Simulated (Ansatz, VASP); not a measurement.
## KCl in VASP and in Ansatz

File INCAR:

```
PREC = Accurate ; ENCUT = 520
EDIFF = 1E-6 ; ISMEAR = -1
SIGMA = 0.03 ; LREAL = False
LASPH = True ; NELM = 100
ALGO = Normal ; ISIF = 2
LWAVE = False ; LCHARG = False
GGA = PS ; NBANDS = 15
```

File KPOINTS:

```
regular mesh
0
Gamma
  7 7 7
```

The input POSCAR:

```
KCl
1.0
    0.0000000000      3.1561000000      3.1561000000
    3.1561000000      0.0000000000      3.1561000000
    3.1561000000      3.1561000000      0.0000000000
K Cl
1 1
Direct
    0.0000000000      0.0000000000      0.0000000000
    0.5000000000      0.5000000000      0.5000000000
```

Input for Ansatz:

```yaml
crystal:
  lattice:
    - [0.0, 3.1561, 3.1561]
    - [3.1561, 0.0, 3.1561]
    - [3.1561, 3.1561, 0.0]
  atoms:
    - { symbol: K, position: [0.0, 0.0, 0.0] }
    - { symbol: Cl, position: [0.5, 0.5, 0.5] }
kpoints:
  mp_grid: { grid: [7, 7, 7] }
  band_path:
    path:
      - [0.0, 0.0, 0.0]
      - [0.5, 0.0, 0.5]
      - [0.625, 0.25, 0.625]
      - [0.375, 0.375, 0.75]
      - [0.0, 0.0, 0.0]
      - [0.5, 0.5, 0.5]
      - [0.5, 0.25, 0.75]
      - [0.5, 0.0, 0.5]
    npoints: 14
scf:
  occupations: { method: fermi_dirac, width: 0.03 }
hamiltonian:
  xc: pbesol
  pseudopotentials: { kind: all_electron, lapw: { basis_error: 0.0005 } }
output:
  forces: true
  stress: true
  eigenvalues: true
  populations: true
  dos: { projected: true, de: 0.2, e_range: [-14, 8] }
```

Alike in both runs: task single point; functional PBEsol; k mesh 7 × 7 × 7; occupations fermi-dirac, width 0.03 eV; no spin polarisation.

```csv
,VASP,Ansatz
version,VASP 6.6.1,Ansatz 0.2.0
potentials or method,"VASP PAW PBE potentials, release 64 (K_sv, Cl), cutoff 520 eV","all-electron LAPW, scalar-relativistic"
```

|  | VASP | Ansatz | Ansatz less VASP |
| --- | --- | --- | --- |
| gap on the k mesh at the Fermi level (eV) | 4.99 | 5.00 | +0.004 |
| pressure (GPa) | -0.5 | -0.6 | -0.03 |

VASP's potentials were made for PBE, not for PBEsol. Ansatz ran all-electron here, and VASP with PAW potentials.
